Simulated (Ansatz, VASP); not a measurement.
Two plane-wave programs on C

```
C
1.0
     0.00000    1.91906    1.84798
     1.91906    0.00000    1.84798
     1.91906    1.91906    0.00000
C
2
Cartesian
  1.9191 1.9191 1.8480
  2.8786 2.8786 2.7720
```

Change from the starting cell: strain +0.080 along x and y, +0.040 along z, atoms carried along.

Alike in both runs: task single point; functional PBEsol; k mesh 12 × 12 × 12; occupations gaussian, width 0.05 eV; no spin polarisation.

```csv
,VASP,Ansatz
version,VASP 6.6.1,Ansatz 0.2.0
potentials or method,"VASP PAW PBE potentials, release 64 (C), cutoff 520 eV","scalar-relativistic, plane waves, PAW"
valence electrons in the cell,8,8
```

```tsv
	VASP	Ansatz	Ansatz less VASP
gap on the k mesh at the Fermi level (eV)	2.81	2.81	+0.005
least direct gap on the mesh (eV)	4.45	4.46	+0.005
pressure (GPa)	-60.1	-60.4	-0.38
traceless stress, the component that is largest in VASP (GPa)	18.08	18.08	+0.009
```

VASP's potentials were made for PBE, not for PBEsol. Both programs put the cell under strong tension, so it lies far from rest at this level.

Noted on VASP's run: the cell as given lies far from equilibrium.
